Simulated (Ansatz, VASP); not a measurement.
# Na in VASP and in Ansatz

```
CELL_PARAMETERS angstrom
-1.76800 1.76800 2.74545
1.76800 -1.76800 2.74545
1.76800 1.76800 -2.74545
ATOMIC_POSITIONS crystal
Na 0.00000 0.00000 0.00000
```

Alike in both runs: task single point; functional LDA; k mesh 18 × 18 × 18; occupations gaussian, width 0.15 eV; no spin polarisation.

|  | VASP | Ansatz |
| --- | --- | --- |
| version | VASP 6.6.1 | Ansatz 0.2.0 |
| potentials or method | VASP PAW LDA potentials, release 64 (Na_pv), cutoff 520 eV | scalar-relativistic, plane waves, PAW |
| valence electrons in the cell | 7 | 9 |

|  | VASP | Ansatz | Ansatz less VASP |
| --- | --- | --- | --- |
| gap on the k mesh at the Fermi level (eV) | none | none | - |
| pressure (GPa) | -0.4 | -0.2 | +0.14 |
| traceless stress, the component that is largest in VASP (GPa) | -0.25 | -0.25 | +0.002 |

LDA's correlation is that of Perdew and Zunger in VASP and of Perdew and Wang (1992) in Ansatz. A gap of «none» marks a metal or a gap that the smearing closes. VASP's potentials hold 7 valence electrons a cell and Ansatz's 9, so a difference there can come from the potentials and not from the codes.
